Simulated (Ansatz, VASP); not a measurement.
## One calculation of GaP, two programs

```
Ga P
1.0
     0.00000    2.71691    2.71691
     2.71691    0.00000    2.71691
     2.71691    2.71691    0.00000
Ga P
1 1
Direct
  0.00000 0.00000 0.00000
  0.25000 0.25000 0.25000
```

Alike in both runs: task single point; functional PBE; k mesh 10 × 10 × 10; occupations gaussian, width 0.02 eV; no spin polarisation.

|  | VASP | Ansatz |
| --- | --- | --- |
| version | VASP 6.6.1 | Ansatz 0.2.0 |
| potentials or method | VASP PAW PBE potentials, release 64 (Ga_d, P), cutoff 500 eV | scalar-relativistic, plane waves, PAW |
| valence electrons in the cell | 18 | 18 |

Ansatz gave:

| Property | Result |
| --- | --- |
| gap on the k mesh at the Fermi level (eV) | 1.59 |
| least direct gap on the mesh (eV) | 1.91 |
| pressure (GPa) | 3.4 |

Problem. Estimate VASP's values.

Solution. gap on the k mesh at the Fermi level (eV): 1.59; least direct gap on the mesh (eV): 1.90; pressure (GPa): 3.2.
